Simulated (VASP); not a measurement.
# P in VASP: further runs

P is run at these levels: PBE, HSE06; tasks: single point.

All numbers are computed with VASP 6.6.1; they aren't measurements. Logs are shortened: lines on timing, memory, paths and dates and some standing lists are left out, and cuts for length are marked.

### Step 1. The cell of the first run

The cell holds a slab with vacuum, 4 atoms: a = 4.628 Å, b = 3.292 Å, c = 27.820 Å, α = 90.00°, β = 90.00°, γ = 90.00°.

### Step 2. Single point, PBE

The input, INCAR:

```
SYSTEM = P
PREC = Accurate
ENCUT = 520
EDIFF = 1E-6
ISMEAR = -1
SIGMA = 0.02
LREAL = .False.
LASPH = .True.
NELM = 100
ALGO = Normal
ISIF = 2
LWAVE = .False.
LCHARG = .False.
LDIPOL = .True.
IDIPOL = 3
DIPOL = 0.5 0.5 0.341
GGA = PE
NBANDS = 18
```

The input, KPOINTS:

```
Automatic mesh
0
Gamma
  6 8 1
  0 0 0
```

The input, POSCAR:

```
P
1.0
    4.6275012813      0.0000000000      0.0000000000
    0.0000000000      3.2918675517      0.0000000000
    0.0000000000      0.0000000000     27.8195791164
P
4
Direct
    0.0912381700      0.0000000000      0.3789328400
    0.4087618300      0.5000000000      0.3789328400
    0.5912381700      0.5000000000      0.3040393905
    0.9087618300      0.0000000000      0.3040393905
```

Potentials or basis: VASP PAW PBE potentials, release 64 (P).

Started as:

```
$ cat potpaw_PBE.64/P/POTCAR > POTCAR
$ mpirun -np 1 vasp_std > vasp.out
```

OUTCAR:

```text
SYSTEM = P
   PREC = Accurate
   ENCUT = 520
   EDIFF = 1E-6
   ISMEAR = -1
   LREAL = .False.
   LASPH = .True.
   NELM = 100
   ISIF = 2
   GGA = PE

 ion  position               nearest neighbor table
   1  0.091  0.000  0.379-   2 2.21   2 2.21   4 2.25
   2  0.409  0.500  0.379-   1 2.21   1 2.21   3 2.25
   3  0.591  0.500  0.304-   4 2.21   4 2.21   2 2.25
   4  0.909  0.000  0.304-   3 2.21   3 2.21   1 2.25

  LATTYP: Found a simple orthorhombic cell.
 ALAT       =     3.2918675517
 B/A-ratio  =     1.4057373842
 C/A-ratio  =     8.4510019554

  Lattice vectors:

 A1 = (   0.0000000000,  -3.2918675517,   0.0000000000)
 A2 = (   4.6275012813,   0.0000000000,   0.0000000000)
 A3 = (   0.0000000000,   0.0000000000,  27.8195791164)

Analysis of symmetry for initial positions (statically):
=====================================================================
 Subroutine PRICEL returns:
 Original cell was already a primitive cell.

 Routine SETGRP: Setting up the symmetry group for a
 simple orthorhombic supercell.

 Subroutine GETGRP returns: Found  8 space group operations
 (whereof  2 operations were pure point group operations)
 out of a pool of  8 trial point group operations.

The static configuration has the point symmetry C_1h.
 The point group associated with its full space group is D_2h.

Analysis of symmetry for dynamics (positions and initial velocities):
=====================================================================
 Subroutine PRICEL returns:
 Original cell was already a primitive cell.

 Routine SETGRP: Setting up the symmetry group for a
 simple orthorhombic supercell.

 Subroutine GETGRP returns: Found  8 space group operations
 (whereof  2 operations were pure point group operations)
 out of a pool of  8 trial point group operations.

The dynamic configuration has the point symmetry C_1h.
 The point group associated with its full space group is D_2h.

 Subroutine INISYM returns: Found  8 space group operations
 (whereof  2 operations are pure point group operations),
 and found     1 'primitive' translations

----------------------------------------------------------------------------------------

                                     Primitive cell

  volume of cell :     423.7790

  direct lattice vectors                    reciprocal lattice vectors
     4.627501281  0.000000000  0.000000000     0.216099346  0.000000000  0.000000000
     0.000000000  3.291867552  0.000000000     0.000000000  0.303778929  0.000000000
     0.000000000  0.000000000 27.819579116     0.000000000  0.000000000  0.035945907

  length of vectors
     4.627501281  3.291867552 27.819579116     0.216099346  0.303778929  0.035945907

  position of ions in fractional coordinates (direct lattice)
     0.091238170  0.000000000  0.378932840
     0.408761830  0.500000000  0.378932840
     0.591238170  0.500000000  0.304039391
     0.908761830  0.000000000  0.304039391

  ion indices of the primitive-cell ions
   primitive index   ion index
                 1           1
                 2           2
                 3           3
                 4           4

----------------------------------------------------------------------------------------

 KPOINTS: Automatic mesh

Automatic generation of k-mesh.
 Grid dimensions read from file:
 generate k-points for:    6    8    1

 Generating k-lattice:

  Cartesian coordinates                     Fractional coordinates (reciprocal lattice)
     0.036016558  0.000000000  0.000000000     0.166666667  0.000000000  0.000000000
     0.000000000  0.037972366  0.000000000     0.000000000  0.125000000  0.000000000
     0.000000000  0.000000000  0.035945907     0.000000000  0.000000000  1.000000000

  Length of vectors
     0.036016558  0.037972366  0.035945907

  Shift w.r.t. Gamma in fractional coordinates (k-lattice)
     0.000000000  0.000000000  0.000000000

 Subroutine IBZKPT returns following result:
 ===========================================

 Found     20 irreducible k-points:

 Following reciprocal coordinates:
            Coordinates               Weight
  0.000000  0.000000  0.000000      1.000000
  0.166667  0.000000  0.000000      2.000000
  0.333333  0.000000  0.000000      2.000000
  0.500000  0.000000  0.000000      1.000000
  0.000000  0.125000  0.000000      2.000000
  0.166667  0.125000  0.000000      4.000000
[... 12 lines left out ...]
  0.333333  0.500000  0.000000      2.000000
  0.500000  0.500000  0.000000      1.000000
   k-points           NKPTS =     20   k-points in BZ     NKDIM =     20   number of bands    NBANDS=     18
   number of dos      NEDOS =    301   number of ions     NIONS =      4
   total plane-waves  NPLWV = 181440
   dimension x,y,z NGX =    36 NGY =   24 NGZ =  210
   dimension x,y,z NGXF=    72 NGYF=   48 NGZF=  420
   ions per type =               4
   NGX,Y,Z   is equivalent  to a cutoff of  12.93, 12.12, 12.55 a.u.
   NGXF,Y,Z  is equivalent  to a cutoff of  25.87, 24.24, 25.10 a.u.
 SYSTEM =  P
   PREC   = accura    normal or accurate (medium, high low for compatibility)
   ISTART =      0    job   : 0-new  1-cont  2-samecut
   ICHARG =      2    charge: 1-file 2-atom 10-const
   ISPIN  =      1    spin polarized calculation?
   LNONCOLLINEAR =      F non collinear calculations
   LSORBIT =      F    spin-orbit coupling
   LASPH  =      T    aspherical Exc in radial PAW
   ENCUT  =  520.0 eV  38.22 Ry    6.18 a.u.   8.60  6.12 51.73*2*pi/ulx,y,z
   NELM   =    100;   NELMIN=  2; NELMDL= -5     # of ELM steps
   EDIFF  = 0.1E-05   stopping-criterion for ELM
   LREAL  =      F    real-space projection
   EDIFFG = 0.1E-04   stopping-criterion for IOM
   NSW    =      0    number of steps for IOM
   IBRION =     -1    ionic relax: 0-MD 1-quasi-New 2-CG
   NFREE  =      0    steps in history (QN), initial steepest desc. (CG)
   ISIF   =      2    stress and relaxation
   ISYM   =      2    0-nonsym 1-usesym 2-fastsym
   POTIM  = 0.5000    time-step for ionic-motion
   TEBEG  =    0.0;   TEEND  =   0.0 temperature during run
   PSTRESS=    0.0 pullay stress
   NELECT =      20.0000    total number of electrons
   NUPDOWN=      -1.0000    fix difference up-down
   EMIN   =  10.00;   EMAX   =-10.00  energy-range for DOS
   EFERMI =   0.00;   METHOD = LEGACY
   ISMEAR =    -1;   SIGMA  =   0.02  broadening in eV -4-tet -1-fermi 0-gaus
   EFERMI_NEDOS =   21; number of points for ismear=-14 and -15
   IALGO  =     38    algorithm
   IMIX   =      4    mixing-type and parameters
     AMIX     =   0.40;   BMIX     =  1.00
     AMIX_MAG =   1.60;   BMIX_MAG =  1.00
  volume/ion in A,a.u.               =     105.94       714.95
  Fermi-wavevector in a.u.,A,eV,Ry     =   0.591614  1.117988  4.762134  0.350007
  Thomas-Fermi vector in A             =   1.640110
   LORBIT       =      0    0 simple, 1 ext, 2 COOP (PROOUT), +10 PAW based schemes
   GGA     = PE    functional components
   LHFCALC =     F    Hartree Fock is set to
   AEXX    =    0.0000 exact exchange contribution
   IVDW    =     0    specifies the selected vdW correction
   LEPSILON=     F    determine dielectric tensor
   LRPA    =     F    only Hartree local field effects (RPA)
 non-spin polarized calculation
  energy-cutoff  :      520.00
  volume of cell :      423.78
 maximum number of plane-waves:     11464
 NGX is ok and might be reduce to    36
   NGX = 17   NGY = 13   NGZ =103

 dipolmoment           0.000000      0.000000     -0.000033 electrons x Angstroem

 number of electron      20.0000000 magnetization

 dipolmoment           0.000000      0.000000      0.000004 electrons x Angstroem

 Free energy of the ion-electron system (eV)
  ---------------------------------------------------
  ext. energy  EPLUGINS =         0.00000000
  ---------------------------------------------------
  free energy    TOTEN  =       -21.46296237 eV

  energy without entropy =      -21.46296237  energy(sigma->0) =      -21.46296237

 E-fermi :  -2.5754     XC(G=0):  -2.2038

 val. band max:       -3.0371614516   @ k =   0.0000   0.0000   0.0000
 cond. band min:      -2.1061680808   @ k =   0.0000   0.0000   0.0000
 fundamental gap:      0.9309933707
 Fermi energy:        -2.5753651728

 k-point     1 :       0.0000    0.0000    0.0000
  band No.  band energies     occupation
      1     -18.1071      2.00000
      2     -15.6315      2.00000
      3     -12.2786      2.00000
      4      -8.7718      2.00000
      5      -7.7178      2.00000
      6      -7.5790      2.00000
[... 10 lines left out ...]
     17       2.0699      0.00000
     18       2.3129      0.00000

 k-point     2 :       0.1667    0.0000    0.0000
  band No.  band energies     occupation
      1     -17.9746      2.00000
      2     -15.8265      2.00000
      3     -12.2821      2.00000
      4      -9.4607      2.00000
      5      -7.3404      2.00000
      6      -7.0453      2.00000
[... 10 lines left out ...]
     17       2.2549      0.00000
     18       2.3020      0.00000

 k-point     3 :       0.3333    0.0000    0.0000
  band No.  band energies     occupation
      1     -17.5919      2.00000
      2     -16.3538      2.00000
      3     -12.0660      2.00000
      4     -10.5380      2.00000
      5      -6.7426      2.00000
      6      -6.0804      2.00000
[... 10 lines left out ...]
     17       2.2628      0.00000
     18       2.5011      0.00000

 k-point     4 :       0.5000    0.0000    0.0000
  band No.  band energies     occupation
      1     -17.0120      2.00000
      2     -17.0120      2.00000
      3     -11.4631      2.00000
      4     -11.4631      2.00000
      5      -5.9584      2.00000
      6      -5.9584      2.00000
[... 10 lines left out ...]
     17       2.8406      0.00000
     18       2.8406      0.00000

 k-point     5 :       0.0000    0.1250    0.0000
  band No.  band energies     occupation
      1     -17.9202      2.00000
      2     -15.4363      2.00000
      3     -12.3573      2.00000
      4      -8.6330      2.00000
      5      -7.9163      2.00000
      6      -7.4153      2.00000
[... 10 lines left out ...]
     17       2.1487      0.00000
     18       2.2854      0.00000

 k-point     6 :       0.1667    0.1250    0.0000
  band No.  band energies     occupation
      1     -17.7886      2.00000
      2     -15.6381      2.00000
      3     -12.3131      2.00000
      4      -9.3889      2.00000
      5      -7.6201      2.00000
      6      -7.4078      2.00000
[... 10 lines left out ...]
     17       1.9487      0.00000
     18       2.4310      0.00000

 k-point     7 :       0.3333    0.1250    0.0000
  band No.  band energies     occupation
      1     -17.4084      2.00000
      2     -16.1732      2.00000
      3     -12.0287      2.00000
      4     -10.4633      2.00000
      5      -7.4089      2.00000
      6      -6.7994      2.00000
[... 10 lines left out ...]
     17       2.4750      0.00000
     18       2.5491      0.00000

 k-point     8 :       0.5000    0.1250    0.0000
  band No.  band energies     occupation
      1     -16.8315      2.00000
      2     -16.8315      2.00000
      3     -11.3926      2.00000
      4     -11.3926      2.00000
      5      -6.9766      2.00000
      6      -6.9766      2.00000
[... 10 lines left out ...]
     17       3.1071      0.00000
     18       3.1072      0.00000
[... 145 lines left out ...]
     17       3.3919      0.00000
     18       3.9124      0.00000

 k-point    16 :       0.5000    0.3750    0.0000
  band No.  band energies     occupation
      1     -15.5097      2.00000
      2     -15.5097      2.00000
      3     -12.2268      2.00000
      4     -12.2268      2.00000
      5      -8.6972      2.00000
      6      -8.6972      2.00000
[... 10 lines left out ...]
     17       3.6073      0.00000
     18       3.6073      0.00000

 k-point    17 :       0.0000    0.5000    0.0000
  band No.  band energies     occupation
      1     -15.2748      2.00000
      2     -15.2748      2.00000
      3     -12.5719      2.00000
      4     -12.5719      2.00000
      5      -8.0812      2.00000
      6      -8.0812      2.00000
[... 10 lines left out ...]
     17       3.6877      0.00000
     18       3.6877      0.00000

 k-point    18 :       0.1667    0.5000    0.0000
  band No.  band energies     occupation
      1     -15.2000      2.00000
      2     -15.2000      2.00000
      3     -12.6492      2.00000
      4     -12.6492      2.00000
      5      -8.1849      2.00000
      6      -8.1849      2.00000
[... 10 lines left out ...]
     17       3.4031      0.00000
     18       3.4031      0.00000

 k-point    19 :       0.3333    0.5000    0.0000
  band No.  band energies     occupation
      1     -15.0282      2.00000
      2     -15.0282      2.00000
      3     -12.8413      2.00000
      4     -12.8413      2.00000
      5      -8.2194      2.00000
      6      -8.2194      2.00000
[... 10 lines left out ...]
     17       3.2830      0.00000
     18       3.2830      0.00000

 k-point    20 :       0.5000    0.5000    0.0000
  band No.  band energies     occupation
      1     -14.9265      2.00000
      2     -14.9265      2.00000
      3     -12.9604      2.00000
      4     -12.9604      2.00000
      5      -8.0433      2.00000
      6      -8.0433      2.00000
[... 10 lines left out ...]
     17       3.4576      0.00000
     18       3.4576      0.00000

------------------------ aborting loop because EDIFF is reached ----------------------------------------

 vacuum level on the upper side and lower side of the slab       (xc-potential included)        -0.006        -0.006

  FORCE on cell =-STRESS in cart. coord.  units (eV):
  Direction    XX          YY          ZZ          XY          YZ          ZX
  --------------------------------------------------------------------------------------
  -------------------------------------------------------------------------------------
  Total        0.6641788      0.4777816      0.4043258     -0.0000000      0.0000000     -0.0000000
  in kB        2.5110544      1.8063442      1.5286307     -0.0000000      0.0000000     -0.0000000
  external PRESSURE =       1.9486764 kB  Pullay stress =       0.0000000 kB

 VOLUME and BASIS-vectors are now :
 -----------------------------------------------------------------------------
  energy-cutoff  :      520.00
  volume of cell :      423.78
      direct lattice vectors                 reciprocal lattice vectors
     4.627501281  0.000000000  0.000000000     0.216099346  0.000000000  0.000000000
     0.000000000  3.291867552  0.000000000     0.000000000  0.303778929  0.000000000
     0.000000000  0.000000000 27.819579116     0.000000000  0.000000000  0.035945907

 POSITION                                       TOTAL-FORCE (eV/Angst)
 -----------------------------------------------------------------------------------
      0.42220      0.00000     10.54175        -0.184423      0.000000      0.100670
      1.89155      1.64593     10.54175         0.184423     -0.000000      0.100670
      2.73596      1.64593      8.45825        -0.184423     -0.000000     -0.100670
      4.20530      0.00000      8.45825         0.184423     -0.000000     -0.100670
 -----------------------------------------------------------------------------------
    total drift:                               -0.000000      0.000000      0.000029

  FREE ENERGIE OF THE ION-ELECTRON SYSTEM (eV)
  ---------------------------------------------------
  free  energy   TOTEN  =       -21.4629623669 eV

  energy  without entropy=      -21.4629623669  energy(sigma->0) =      -21.46296237

 vacuum level on the upper side and lower side of the slab         1.984         1.983
```

Wall time 98 s (1 thread of Intel Xeon 6975P-C (Granite Rapids), shared host); peak memory 0.46 GiB.

What came out:

| Quantity | Value |
| --- | --- |
| Free energy | -21.4630 eV |
| Largest force | 0.210 eV/Å |
| Band gap on the k mesh | 0.93 eV |

Forces in eV/Å, atoms in the order of the input:
```
P   -0.184  0.000  0.101
P    0.184  0.000  0.101
P   -0.184  0.000 -0.101
P    0.184  0.000 -0.101
```

[end of part 1 of 2]
